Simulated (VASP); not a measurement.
# C (Fd-3m) in VASP: further runs

Runs on C. Level: PBE. Tasks: single point.

Everything below comes from runs of VASP 6.6.1. Logs are shortened: lines on timing, memory, paths and dates and some standing lists are left out, and cuts for length are marked.

### Step 1. The cell of the first run

The structure is cubic, space group Fd-3m (No. 227). Conventional cell: a = 3.506 Å, b = 3.506 Å, c = 3.506 Å, α = 90.00°, β = 90.00°, γ = 90.00°. C (site symmetry -43m) has 4 C at 1.52 Å within 2.0 Å.

### Step 2. Single point, PBE (5.39 Å³/atom)

Contents of INCAR:

```
SYSTEM = C
  PREC = Accurate
  ENCUT = 520
  EDIFF = 1E-6
  ISMEAR = -1
  SIGMA = 0.08
  LREAL = .FALSE.
  LASPH = .TRUE.
  NELM = 60
  ALGO = Normal
  ISIF = 2
  LWAVE = .FALSE.
  LCHARG = .FALSE.
  GGA = PE
  NBANDS = 11
```

Contents of KPOINTS:

```
regular mesh
0
G
  20 20 20
  0 0 0
```

Contents of POSCAR:

```
C
1.0
    0.0000000000      1.7531670408      1.7531670408
    1.7531670408      0.0000000000      1.7531670408
    1.7531670408      1.7531670408      0.0000000000
C
2
Direct
    0.5000000000      0.5000000000      0.5000000000
    0.7500000000      0.7500000000      0.7500000000
```

Potentials or basis: VASP PAW PBE potentials, release 64 (C).

The run is started by

```
> cat potpaw_PBE.64/C/POTCAR > POTCAR
> mpirun -np 1 vasp_std > vasp.out
```

OUTCAR:

```text
SYSTEM = C
   PREC = Accurate
   ENCUT = 520
   EDIFF = 1E-6
   ISMEAR = -1
   LREAL = .FALSE.
   LASPH = .TRUE.
   NELM = 60
   ISIF = 2
   GGA = PE

 ion  position               nearest neighbor table
   1  0.500  0.500  0.500-   2 1.52   2 1.52   2 1.52   2 1.52
   2  0.750  0.750  0.750-   1 1.52   1 1.52   1 1.52   1 1.52

  LATTYP: Found a face centered cubic cell.
 ALAT       =     3.5063340816

  Lattice vectors:

 A1 = (   0.0000000000,   1.7531670408,   1.7531670408)
 A2 = (   1.7531670408,   0.0000000000,   1.7531670408)
 A3 = (   1.7531670408,   1.7531670408,   0.0000000000)

Analysis of symmetry for initial positions (statically):
=====================================================================
 Subroutine PRICEL returns:
 Original cell was already a primitive cell.

 Routine SETGRP: Setting up the symmetry group for a
 face centered cubic supercell.

 Subroutine GETGRP returns: Found 48 space group operations
 (whereof 24 operations were pure point group operations)
 out of a pool of 48 trial point group operations.

The static configuration has the point symmetry T_d .
 The point group associated with its full space group is O_h .

Analysis of symmetry for dynamics (positions and initial velocities):
=====================================================================
 Subroutine PRICEL returns:
 Original cell was already a primitive cell.

 Routine SETGRP: Setting up the symmetry group for a
 face centered cubic supercell.

 Subroutine GETGRP returns: Found 48 space group operations
 (whereof 24 operations were pure point group operations)
 out of a pool of 48 trial point group operations.

The dynamic configuration has the point symmetry T_d .
 The point group associated with its full space group is O_h .

 Subroutine INISYM returns: Found 48 space group operations
 (whereof 24 operations are pure point group operations),
 and found     1 'primitive' translations

----------------------------------------------------------------------------------------

                                     Primitive cell

  volume of cell :      10.7770

  direct lattice vectors                    reciprocal lattice vectors
     0.000000000  1.753167041  1.753167041    -0.285198152  0.285198152  0.285198152
     1.753167041  0.000000000  1.753167041     0.285198152 -0.285198152  0.285198152
     1.753167041  1.753167041  0.000000000     0.285198152  0.285198152 -0.285198152

  length of vectors
     2.479352606  2.479352606  2.479352606     0.493977689  0.493977689  0.493977689

[... 87 lines left out ...]
   ISYM   =      2    0-nonsym 1-usesym 2-fastsym
   POTIM  = 0.5000    time-step for ionic-motion
   TEBEG  =    0.0;   TEEND  =   0.0 temperature during run
   PSTRESS=    0.0 pullay stress
   NELECT =       8.0000    total number of electrons
   NUPDOWN=      -1.0000    fix difference up-down
   EMIN   =  10.00;   EMAX   =-10.00  energy-range for DOS
   EFERMI =   0.00;   METHOD = LEGACY
   ISMEAR =    -1;   SIGMA  =   0.08  broadening in eV -4-tet -1-fermi 0-gaus
   EFERMI_NEDOS =   21; number of points for ismear=-14 and -15
   IALGO  =     38    algorithm
   IMIX   =      4    mixing-type and parameters
     AMIX     =   0.40;   BMIX     =  1.00
     AMIX_MAG =   1.60;   BMIX_MAG =  1.00
  volume/ion in A,a.u.               =       5.39        36.36
  Fermi-wavevector in a.u.,A,eV,Ry     =   1.482307  2.801154 29.895189  2.197234
  Thomas-Fermi vector in A             =   2.596109
   LORBIT       =      0    0 simple, 1 ext, 2 COOP (PROOUT), +10 PAW based schemes
   GGA     = PE    functional components
   LHFCALC =     F    Hartree Fock is set to
   AEXX    =    0.0000 exact exchange contribution
   IVDW    =     0    specifies the selected vdW correction
   LEPSILON=     F    determine dielectric tensor
   LRPA    =     F    only Hartree local field effects (RPA)
 non-spin polarized calculation
  energy-cutoff  :      520.00
  volume of cell :       10.78
 maximum number of plane-waves:       303
   NGX =  9   NGY =  9   NGZ =  9

 number of electron       8.0000002 magnetization

 Free energy of the ion-electron system (eV)
  ---------------------------------------------------
  ext. energy  EPLUGINS =         0.00000000
  ---------------------------------------------------
  free energy    TOTEN  =       -18.13331234 eV

  energy without entropy =      -18.13331234  energy(sigma->0) =      -18.13331234

 E-fermi :  11.8970     XC(G=0): -13.5097

 val. band max:       10.4856876700   @ k =   0.0000   0.0000   0.0000
 cond. band min:      14.7350365376   @ k =   0.3500   0.3500   0.0000
 fundamental gap:      4.2493488676
 Fermi energy:        11.8970039075

 k-point     1 :       0.0000    0.0000    0.0000
  band No.  band energies     occupation
      1     -11.6927      2.00000
      2      10.4857      2.00000
      3      10.4857      2.00000
      4      10.4857      2.00000
      5      16.2175      0.00000
      6      16.2175      0.00000
      7      16.2175      0.00000
      8      25.0123      0.00000
      9      30.4499      0.00000
     10      37.5909      0.00000
     11      37.5909      0.00000
[... 309 lines left out ...]
 k-point    24 :      -0.3500    0.0500    0.0000
  band No.  band energies     occupation
      1      -7.8678      2.00000
      2      -0.2759      2.00000
      3       7.3323      2.00000
      4       8.0239      2.00000
      5      18.9993      0.00000
      6      19.3246      0.00000
      7      19.9978      0.00000
      8      26.3822      0.00000
      9      32.3028      0.00000
     10      33.8520      0.00000
     11      35.6628      0.00000

 [... further k-points ...]

------------------------ aborting loop because EDIFF is reached ----------------------------------------

  FORCE on cell =-STRESS in cart. coord.  units (eV):
  Direction    XX          YY          ZZ          XY          YZ          ZX
  --------------------------------------------------------------------------------------
  -------------------------------------------------------------------------------------
  Total        1.8438288      1.8438288      1.8438288     -0.0000000      0.0000000      0.0000000
  in kB      274.1140506    274.1140506    274.1140506     -0.0000000      0.0000000      0.0000000
  external PRESSURE =     274.1140506 kB  Pullay stress =       0.0000000 kB

 VOLUME and BASIS-vectors are now :
 -----------------------------------------------------------------------------
  energy-cutoff  :      520.00
  volume of cell :       10.78
      direct lattice vectors                 reciprocal lattice vectors
     0.000000000  1.753167041  1.753167041    -0.285198152  0.285198152  0.285198152
     1.753167041  0.000000000  1.753167041     0.285198152 -0.285198152  0.285198152
     1.753167041  1.753167041  0.000000000     0.285198152  0.285198152 -0.285198152

 POSITION                                       TOTAL-FORCE (eV/Angst)
 -----------------------------------------------------------------------------------
      1.75317      1.75317      1.75317        -0.000000     -0.000000     -0.000000
      2.62975      2.62975      2.62975         0.000000      0.000000      0.000000
 -----------------------------------------------------------------------------------
    total drift:                                0.000000     -0.000000      0.000000

  FREE ENERGIE OF THE ION-ELECTRON SYSTEM (eV)
  ---------------------------------------------------
  free  energy   TOTEN  =       -18.1333123369 eV

  energy  without entropy=      -18.1333123368  energy(sigma->0) =      -18.13331234
```

OSZICAR:

```text
N       E                     dE             d eps       ncg     rms          rms(c)
DAV:   1     0.161942747975E+01    0.16194E+01   -0.48513E+03  5980   0.702E+02
DAV:   2    -0.185115735242E+02   -0.20131E+02   -0.19509E+02  7337   0.131E+02
DAV:   3    -0.188755383958E+02   -0.36396E+00   -0.36319E+00  6605   0.134E+01
DAV:   4    -0.188760782721E+02   -0.53988E-03   -0.53987E-03  6095   0.639E-01
DAV:   5    -0.188760788385E+02   -0.56643E-06   -0.56630E-06  6421   0.196E-02    0.594E+00
DAV:   6    -0.183186680867E+02    0.55741E+00   -0.29089E-01  5773   0.384E+00    0.355E+00
DAV:   7    -0.181313042607E+02    0.18736E+00   -0.35088E-01  6085   0.427E+00    0.844E-01
DAV:   8    -0.181332553545E+02   -0.19511E-02   -0.94998E-03  5920   0.741E-01    0.454E-02
DAV:   9    -0.181332915217E+02   -0.36167E-04   -0.61570E-05  6773   0.633E-02    0.257E-02
DAV:  10    -0.181333122354E+02   -0.20714E-04   -0.14684E-05  6066   0.344E-02    0.543E-03
DAV:  11    -0.181333123369E+02   -0.10154E-06   -0.24476E-07  5053   0.462E-03
   1 F= -.18133312E+02 E0= -.18133312E+02  d E =-.870945E-10
```

stdout:

```text
POSCAR found type information on POSCAR C
 POSCAR found :  1 types and       2 ions
 scaLAPACK will be used
 LDA part: xc-table for (Slater+PW92), standard interpolation
 POSCAR, INCAR and KPOINTS ok, starting setup
 FFT: planning ... GRIDC
 FFT: planning ... GRID_SOFT
 FFT: planning ... GRID
 WAVECAR not read
 entering main loop
```

Run time: 40 s. Hardware: 1 thread of AMD EPYC 7R13, shared host; peak memory 0.1 GiB.

What came out:

- Free energy: -18.1333 eV
- Pressure: 27.4 GPa
- Band gap on the k mesh: 4.25 eV (least direct gap 5.73 eV)

Levels at points of the mesh, in eV from the valence-band top:
```csv
k point,band 1,band 2,band 3,band 4,band 5,band 6,band 7,band 8,band 9
"(0.00, 0.00, 0.00)",-22.18,0.00,0.00,0.00,5.73,5.73,5.73,14.53,19.96
"(0.50, 0.00, 0.00)",-16.10,-13.95,-2.93,-2.93,8.67,8.67,9.55,16.17,22.65
"(0.50, 0.50, 0.00)",-13.13,-13.13,-6.61,-6.61,4.86,4.86,17.60,17.60,24.21
```

Caveat: the cell stands under pressure. A k mesh can miss the band edges.

### Step 3. Single point, PBE (5.53 Å³/atom)

This run uses another cell than the first one, of 5.53 Å³/atom.

Contents of INCAR:

```
PREC = Accurate ; ENCUT = 520
EDIFF = 1E-6 ; ISMEAR = -1
SIGMA = 0.08 ; LREAL = F
LASPH = T ; NELM = 100
ALGO = Normal ; ISIF = 2
LWAVE = F ; LCHARG = F
GGA = PE ; NBANDS = 11
```

Contents of KPOINTS:

```
Automatic mesh
0
Gamma
  20 20 20
```

Contents of POSCAR:

```
C
1.0
    0.0000000000      1.7684127368      1.7684127368
    1.7684127368      0.0000000000      1.7684127368
    1.7684127368      1.7684127368      0.0000000000
C
2
Direct
    0.5000000000      0.5000000000      0.5000000000
    0.7500000000      0.7500000000      0.7500000000
```

Potentials or basis: VASP PAW PBE potentials, release 64 (C).

The run is started by

```
> cat potpaw_PBE.64/C/POTCAR > POTCAR
> mpirun -np 1 vasp_std > vasp.out
```

OUTCAR:

```text
PREC = Accurate
   ENCUT = 520
   EDIFF = 1E-6
   ISMEAR = -1
   LREAL = F
   LASPH = T
   NELM = 100
   ISIF = 2
   GGA = PE

 ion  position               nearest neighbor table
   1  0.500  0.500  0.500-   2 1.53   2 1.53   2 1.53   2 1.53
   2  0.750  0.750  0.750-   1 1.53   1 1.53   1 1.53   1 1.53

  LATTYP: Found a face centered cubic cell.
 ALAT       =     3.5368254736

  Lattice vectors:

 A1 = (   0.0000000000,   1.7684127368,   1.7684127368)
 A2 = (   1.7684127368,   0.0000000000,   1.7684127368)
 A3 = (   1.7684127368,   1.7684127368,   0.0000000000)

Analysis of symmetry for initial positions (statically):
=====================================================================
 Subroutine PRICEL returns:
 Original cell was already a primitive cell.

 Routine SETGRP: Setting up the symmetry group for a
 face centered cubic supercell.

 Subroutine GETGRP returns: Found 48 space group operations
 (whereof 24 operations were pure point group operations)
 out of a pool of 48 trial point group operations.

The static configuration has the point symmetry T_d .
[... 171 lines left out ...]
      1     -11.7210      2.00000
      2      10.0990      2.00000
      3      10.0990      2.00000
      4      10.0990      2.00000
      5      15.7586      0.00000
      6      15.7586      0.00000
      7      15.7586      0.00000
      8      24.0151      0.00000
      9      29.7195      0.00000
     10      36.9128      0.00000
     11      36.9128      0.00000
[... 309 lines left out ...]
 k-point    24 :      -0.3500    0.0500    0.0000
  band No.  band energies     occupation
      1      -7.9684      2.00000
      2      -0.4623      2.00000
      3       7.0188      2.00000
      4       7.6954      2.00000
      5      18.4960      0.00000
      6      18.8112      0.00000
      7      19.2893      0.00000
      8      25.6968      0.00000
      9      31.5360      0.00000
     10      33.2104      0.00000
     11      34.8684      0.00000

 [... further k-points ...]

------------------------ aborting loop because EDIFF is reached ----------------------------------------

  FORCE on cell =-STRESS in cart. coord.  units (eV):
  Direction    XX          YY          ZZ          XY          YZ          ZX
  --------------------------------------------------------------------------------------
  -------------------------------------------------------------------------------------
  Total        0.9799212      0.9799212      0.9799212     -0.0000000     -0.0000000     -0.0000000
  in kB      141.9452434    141.9452434    141.9452434     -0.0000000     -0.0000000     -0.0000000
  external PRESSURE =     141.9452434 kB  Pullay stress =       0.0000000 kB

 VOLUME and BASIS-vectors are now :
 -----------------------------------------------------------------------------
  energy-cutoff  :      520.00
  volume of cell :       11.06
      direct lattice vectors                 reciprocal lattice vectors
     0.000000000  1.768412737  1.768412737    -0.282739425  0.282739425  0.282739425
     1.768412737  0.000000000  1.768412737     0.282739425 -0.282739425  0.282739425
     1.768412737  1.768412737  0.000000000     0.282739425  0.282739425 -0.282739425

 POSITION                                       TOTAL-FORCE (eV/Angst)
 -----------------------------------------------------------------------------------
      1.76841      1.76841      1.76841         0.000000      0.000000      0.000000
      2.65262      2.65262      2.65262        -0.000000     -0.000000     -0.000000
 -----------------------------------------------------------------------------------
    total drift:                                0.000000     -0.000000      0.000000

  FREE ENERGIE OF THE ION-ELECTRON SYSTEM (eV)
  ---------------------------------------------------
  free  energy   TOTEN  =       -18.1703240883 eV

  energy  without entropy=      -18.1703240883  energy(sigma->0) =      -18.17032409
```

OSZICAR:

```text
N       E                     dE             d eps       ncg     rms          rms(c)
DAV:   1     0.109928730679E+01    0.10993E+01   -0.47875E+03  5967   0.698E+02
DAV:   2    -0.185046938012E+02   -0.19604E+02   -0.19002E+02  7427   0.129E+02
DAV:   3    -0.188587532323E+02   -0.35406E+00   -0.35312E+00  6601   0.131E+01
DAV:   4    -0.188593038026E+02   -0.55057E-03   -0.55056E-03  6114   0.642E-01
DAV:   5    -0.188593043925E+02   -0.58988E-06   -0.58989E-06  6484   0.199E-02    0.574E+00
DAV:   6    -0.183422862765E+02    0.51702E+00   -0.26977E-01  5785   0.368E+00    0.343E+00
DAV:   7    -0.181683816837E+02    0.17390E+00   -0.32796E-01  6097   0.410E+00    0.800E-01
DAV:   8    -0.181702646628E+02   -0.18830E-02   -0.90544E-03  5872   0.717E-01    0.444E-02
DAV:   9    -0.181703032870E+02   -0.38624E-04   -0.61656E-05  6840   0.633E-02    0.251E-02
DAV:  10    -0.181703240012E+02   -0.20714E-04   -0.15120E-05  6010   0.345E-02    0.542E-03
DAV:  11    -0.181703240883E+02   -0.87108E-07   -0.24754E-07  5082   0.460E-03
   1 F= -.18170324E+02 E0= -.18170324E+02  d E =-.843573E-10
```

It took 46 s on 1 thread of AMD EPYC 7R13, shared host; peak memory 0.1 GiB.

Results:

```
Free energy            : -18.1703 eV
Pressure               : 14.2 GPa
Band gap on the k mesh : 4.19 eV (least direct gap 5.66 eV)
```

Caveat: the cell stands under pressure. A k mesh can miss the band edges.
